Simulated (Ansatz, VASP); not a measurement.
Two plane-wave programs on Mo

File INCAR:

```
PREC = Accurate ; ENCUT = 600
EDIFF = 1E-6 ; ISMEAR = 0
SIGMA = 0.1 ; LREAL = False
LASPH = True ; NELM = 60
ALGO = Normal ; ISIF = 3
LWAVE = False ; LCHARG = False
GGA = PE ; IBRION = 2
NSW = 90 ; EDIFFG = -0.04
```

File KPOINTS:

```
Automatic mesh
0
Gamma
  6 6 1
```

File POSCAR:

```
Mo
1.0
    2.7346718600      0.0000000000      0.0000000000
   -1.3673359300      2.3682953000      0.0000000000
    0.0000000000      0.0000000000     19.2459252700
Mo
8
Direct
    0.0000000000      0.0000000000      0.6875000000
    0.3333333300      0.6666666700      0.8125000000
    0.6666666700      0.3333333300      0.9375000000
    0.3333333300      0.6666666700      0.0625000000
    0.6666666700      0.3333333300      0.1875000000
    0.0000000000      0.0000000000      0.3125000000
    0.3333333300      0.6666666700      0.4375000000
    0.6666666700      0.3333333300      0.5625000000
```

Input for Ansatz:

```yaml
crystal:
  lattice:
    - [2.73467186, 0.0, 0.0]
    - [-1.36733593, 2.3682953, 0.0]
    - [0.0, 0.0, 19.24592527]
  atoms:
    - { symbol: Mo, position: [0.0, 0.0, 0.6875] }
    - { symbol: Mo, position: [0.33333333, 0.66666667, 0.8125] }
    - { symbol: Mo, position: [0.66666667, 0.33333333, 0.9375] }
    - { symbol: Mo, position: [0.33333333, 0.66666667, 0.0625] }
    - { symbol: Mo, position: [0.66666667, 0.33333333, 0.1875] }
    - { symbol: Mo, position: [0.0, 0.0, 0.3125] }
    - { symbol: Mo, position: [0.33333333, 0.66666667, 0.4375] }
    - { symbol: Mo, position: [0.66666667, 0.33333333, 0.5625] }
basis:
  ecutwfc: 420
kpoints:
  mp_grid: { grid: [6, 6, 1] }
hamiltonian:
  xc: pbe
scf:
  occupations: { method: gaussian, width: 0.1 }
  lower_state_search: "off"
output:
  forces: true
  stress: true
  eigenvalues: true
relax:
  adjacent_minimum: "off"
  f_tol: 0.04
  max_steps: 70
  cell: { stress_tol: 0.4 }
```

Alike in both runs: task relaxation of cell and atoms; functional PBE; k mesh 6 × 6 × 1; occupations gaussian, width 0.1 eV; no spin polarisation.

|  | VASP | Ansatz |
| --- | --- | --- |
| version | VASP 6.6.1 | Ansatz 0.2.0 |
| potentials or method | VASP PAW PBE potentials, release 64 (Mo_sv), cutoff 600 eV | scalar-relativistic, plane waves, PAW |
| valence electrons in the cell | 112 | 112 |

Ansatz gave:

| Item | Value |
| --- | --- |
| gap on the k mesh at the Fermi level, each at its own relaxed structure (eV) | none |
| relaxed volume (Å³/atom) | 16.07 |
| relaxed length of the cell vector where the two differ most in proportion (Å) | 2.776 |

Task: What did VASP give for the same quantities?

Result: gap on the k mesh at the Fermi level, each at its own relaxed structure (eV): none; relaxed volume (Å³/atom): 16.11; relaxed length of the cell vector where the two differ most in proportion (Å): 2.778.

A gap of «none» marks a metal or a gap that the smearing closes.

The k mesh is coarse, so the values compare programs but aren't converged.
